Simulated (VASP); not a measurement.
Wanted: the native input for a VASP 6.6.1 run.

```
Task                   : single point
Functional             : PBE
Potentials or basis    : VASP PAW PBE potentials, release 64 (Mg, O)
Cutoff                 : 520 eV
k mesh                 : 9 × 9 × 2
Occupations            : gaussian, width 0.05 eV
Spin                   : no spin polarisation
Dipole correction      : no
Further INCAR settings : ALGO = Normal; EDIFF = 1e-07; NBANDS = 26
```

The structure of MgO lies in POSCAR:

```
MgO
1.0
    3.2803754002      0.0000000000      0.0000000000
   -1.6401877001      2.8408884305      0.0000000000
    0.0000000000      0.0000000000     10.5147056238
Mg O
4 4
Direct
    0.3333333333      0.6666666667      0.9694791811
    0.0000000000      0.0000000000      0.2208070585
    0.0000000000      0.0000000000      0.7208070585
    0.6666666667      0.3333333333      0.4694791811
    0.3333333333      0.6666666667      0.7800540723
    0.0000000000      0.0000000000      0.5505809455
    0.0000000000      0.0000000000      0.0296578681
    0.6666666667      0.3333333333      0.2800540723
```

This cell differs from its parent crystal: atom 6 (O) moved by +0.000 Å along [1 0 0] and +0.220 Å along [0 0 1].

These files were run (other wordings do the same):

INCAR

```
PREC = Accurate ; ENCUT = 520
EDIFF = 1E-7 ; ISMEAR = 0
SIGMA = 0.05 ; LREAL = False
LASPH = True ; NELM = 60
ALGO = Normal ; ISIF = 2
LWAVE = False ; LCHARG = True
GGA = PE ; LELF = True
LVHAR = True ; NBANDS = 26
```

KPOINTS

```
Automatic mesh
0
Gamma
  9 9 2
```

Potentials or basis: VASP PAW PBE potentials, release 64 (Mg, O).

Run with:

```bash
$ cat potpaw_PBE.64/Mg/POTCAR potpaw_PBE.64/O/POTCAR > POTCAR
$ mpirun -np 1 vasp_std > vasp.out
```

Results of the run:

- Pressure: 0.8 GPa
- Largest force: 4.326 eV/Å
- Band gap on the k mesh: 2.80 eV, direct

Caveat: the cell differs from its parent crystal (atom 6 (O) moved by +0.000 Å along [1 0 0] and +0.220 Å along [0 0 1]); forces of over 1 eV/Å act on the atoms, so gaps and moduli don't describe the material at rest.

Wall time 32 s on 1 thread of Intel(R) Xeon(R) 6975P-C (Granite Rapids), with other jobs on the host, peak memory 0.22 GiB.
